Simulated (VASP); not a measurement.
Runs of VASP 6.6.1 on InGaAs2. The structure is that of space group P-4m2 (No. 115), or close to it. The cells are those of the table. 

```csv
cell,gap on the mesh (eV),pressure (GPa),largest force (eV/Å)
"a = 4.267, b = 4.267, c = 5.962 Å, 4 atoms",none,(a),0.02
"a = 4.141, b = 4.141, c = 5.962 Å, 4 atoms",none,-0.4,0.07
"a = 4.056, b = 4.056, c = 5.962 Å, 4 atoms",none,(b),0.11
"a = 4.183, b = 4.183, c = 5.962 Å, 4 atoms",none,-1.5,0.05
"a = 4.098, b = 4.098, c = 5.962 Å, 4 atoms",none,0.9,0.09
"a = 4.352, b = 4.352, c = 5.962 Å, 4 atoms",0.03,-5.1,0.01
"a = 4.373, b = 4.373, c = 5.962 Å, 4 atoms",0.04,-5.4,0.02
"a = 4.310, b = 4.310, c = 5.962 Å, 4 atoms",none,-4.3,-
```

Alike in all rows: task single point; level PBEsol; potentials or basis VASP PAW PBE potentials, release 64 (In_d, Ga_d, As); no spin polarisation; k mesh 12 × 12 × 8; cutoff (eV) 520; smearing gaussian 0.15 eV.

Problem. Estimate the missing entries.

Solution. (a) -3.5; (b) 2.3.

Caveats: semilocal functionals underestimate gaps, and a narrow one can read as zero; the PAW data sets were made with another functional, which shifts forces and pressure a little; spin-orbit coupling is left out, which moves the levels of the heavy elements; the cell stands under tension (at least some runs); the smearing spreads over this small gap (at least some runs).

A k mesh can miss the band edges, and the runs leave out spin-orbit coupling on As, Ga, In.

A gap of «none» marks levels without a gap at the run's occupations.
